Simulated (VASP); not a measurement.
Wanted: the native input for a VASP 6.6.1 run.

```
Task                   : single point
Functional             : r2SCAN
Potentials or basis    : VASP PAW PBE potentials, release 64 (Se, Zn)
Cutoff                 : 520 eV
k mesh                 : 8 × 8 × 8
Occupations            : fermi-dirac, width 0.05 eV
Spin                   : no spin polarisation
Dipole correction      : no
Further INCAR settings : ALGO = Normal; EDIFF = 1e-06; NBANDS = 16
```

ZnSe:

```
Se Zn
1.0
     0.00000    2.85257    2.85257
     2.85257    0.00000    2.85257
     2.85257    2.85257    0.00000
Se Zn
1 1
Cartesian
  4.2789 4.2789 4.2789
  0.0000 0.0000 0.0000
```

The input as run:

POSCAR

```
ZnSe
1.0
    0.0000000000      2.8525674344      2.8525674344
    2.8525674344      0.0000000000      2.8525674344
    2.8525674344      2.8525674344      0.0000000000
Se Zn
1 1
Direct
    0.7500000000      0.7500000000      0.7500000000
    0.0000000000      0.0000000000      0.0000000000
```

INCAR.step1

```
  ALGO = Normal
  EDIFF = 1E-4
  ENCUT = 520
  GGA = PE
  ISMEAR = -1
  LASPH = True
  LCHARG = False
  LREAL = False
  LWAVE = True
  NBANDS = 16
  NELM = 80
  PREC = Accurate
  SIGMA = 0.05
```

INCAR.step2

```
  ALGO = Normal
  EDIFF = 1E-6
  ENCUT = 520
  ISIF = 2
  ISMEAR = -1
  ISTART = 1
  LASPH = True
  LCHARG = False
  LMIXTAU = True
  LREAL = False
  LWAVE = False
  METAGGA = R2SCAN
  NBANDS = 16
  NELM = 80
  PREC = Accurate
  SIGMA = 0.05
```

KPOINTS

```
k-points
0
Gamma
  8 8 8
```

Potentials or basis: VASP PAW PBE potentials, release 64 (Se, Zn).

Launch:

```bash
$ cat potpaw_PBE.64/Se/POTCAR potpaw_PBE.64/Zn/POTCAR > POTCAR
$ cp INCAR.step1 INCAR
$ mpirun -np 1 vasp_std > vasp.out
$ cp INCAR.step2 INCAR
$ mpirun -np 1 vasp_std > vasp.out
```

Results of the run:

```yaml
Pressure: -1.2 GPa
Band_gap_on_the_k_mesh: 1.78 eV
```

Caveat: the PAW data sets were made with another functional, which shifts forces and pressure a little.

Wall time 2.7 min on 1 thread of Intel Xeon 8259CL (shared host), peak memory 0.18 GiB.
